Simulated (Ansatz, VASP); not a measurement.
## Two plane-wave programs on KBr

```
K Br
1.0
     0.00000    3.30225    3.30225
     3.30225    0.00000    3.30225
     3.30225    3.30225    0.00000
K Br
1 1
Direct
  0.00000 0.00000 0.00000
  0.50000 0.50000 0.50000
```

Alike in both runs: task single point; functional r2SCAN; k mesh 6 × 6 × 6; no spin polarisation.

|  | VASP | Ansatz |
| --- | --- | --- |
| version | VASP 6.6.1 | Ansatz 0.2.0 |
| potentials or method | VASP PAW PBE potentials, release 64 (K_sv, Br) | plane waves, PAW |
| plane-wave cutoff (eV) | 520 | 500 |
| occupations | gaussian, width 0.01 eV | fixed |
| valence electrons in the cell | 16 | 16 |

|  | VASP | Ansatz | Ansatz less VASP |
| --- | --- | --- | --- |
| gap on the k mesh at the Fermi level (eV) | 5.07 | 5.07 | -0.002 |

VASP's potentials were made for PBE, not for r2SCAN.
